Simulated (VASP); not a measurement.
# CsMgBiO3: single point with PBE

The system is CsMgBiO3.

```
Cs Mg Bi O
1.0
     3.23052    1.86514    3.79701
    -3.23052    1.86514    3.79701
     0.00000   -3.73028    3.79701
Cs Mg Bi O
1 1 1 3
Direct
  0.91525 0.92627 0.91646
  0.30082 0.29681 0.30578
  0.56653 0.56314 0.56552
  0.50844 0.97316 0.46542
  0.47586 0.48799 0.98539
  0.98358 0.46564 0.51268
```

```yaml
Program: VASP 6.6.1
Task: single point
Functional: PBE
Potentials_or_basis: VASP PAW PBE potentials, release 64 (Cs_sv, Mg_sv, Bi_d, O)
Cutoff: 750 eV
k_mesh: 2 × 2 × 2
Occupations: gaussian, width 0.01 eV
Spin: no spin polarisation
```

```json
{"Pressure": "1.2 GPa", "Largest force": "0.541 eV/Å", "Band gap on the k mesh": "2.52 eV"}
```

Forces on the atoms (eV/Å):
```
Cs   0.108 -0.065 -0.073
Mg   0.009 -0.057 -0.040
Bi   0.373 -0.298  0.253
O   -0.142 -0.008  0.149
O   -0.118  0.501 -0.130
O   -0.230 -0.073 -0.159
```

Stress tensor (GPa, compression positive):
```
 0.60 -0.33 -0.52
-0.33  0.62  0.42
-0.52  0.42  2.26
```

Levels at points of the mesh, in eV from the valence-band top:
| k point | band 22 | band 23 | band 24 | band 25 | band 26 | band 27 | band 28 | band 29 | band 30 | band 31 |
| --- | --- | --- | --- | --- | --- | --- | --- | --- | --- | --- |
| (0.00, 0.00, 0.00) | -1.68 | -1.62 | -1.33 | -1.28 | -0.94 | 2.96 | 4.64 | 4.87 | 5.14 | 5.29 |
| (0.50, 0.00, 0.00) | -1.77 | -1.69 | -1.37 | -1.25 | -0.90 | 3.16 | 4.60 | 4.95 | 4.98 | 6.05 |
| (0.00, 0.50, 0.00) | -1.74 | -1.66 | -1.47 | -1.22 | -0.95 | 3.14 | 4.60 | 4.87 | 5.16 | 5.83 |
| (0.00, 0.00, 0.50) | -1.80 | -1.72 | -1.37 | -1.26 | -0.85 | 3.16 | 4.53 | 4.96 | 5.16 | 5.87 |
| (0.50, 0.50, 0.00) | -1.78 | -1.58 | -1.31 | -1.20 | -0.40 | 3.03 | 3.79 | 4.22 | 5.26 | 6.20 |
| (0.50, 0.00, 0.50) | -1.82 | -1.57 | -1.38 | -1.12 | -0.34 | 3.04 | 3.69 | 4.25 | 5.34 | 6.18 |
| (0.00, 0.50, 0.50) | -1.78 | -1.54 | -1.34 | -1.18 | -0.39 | 2.98 | 3.86 | 4.23 | 5.30 | 6.15 |
| (0.50, 0.50, 0.50) | -1.50 | -1.27 | -1.25 | -0.90 | 0.00 | 2.51 | 2.82 | 3.02 | 4.41 | 7.34 |

Wall time 52 s on 1 thread of AMD EPYC 9R45 96-Core Processor (Zen 5), with other jobs on the host, peak memory 0.33 GiB.

Caveat: the k points lie up to 0.63 Å⁻¹ apart; spin-orbit coupling is left out, which moves the levels of the heavy elements. A k mesh can miss the band edges.
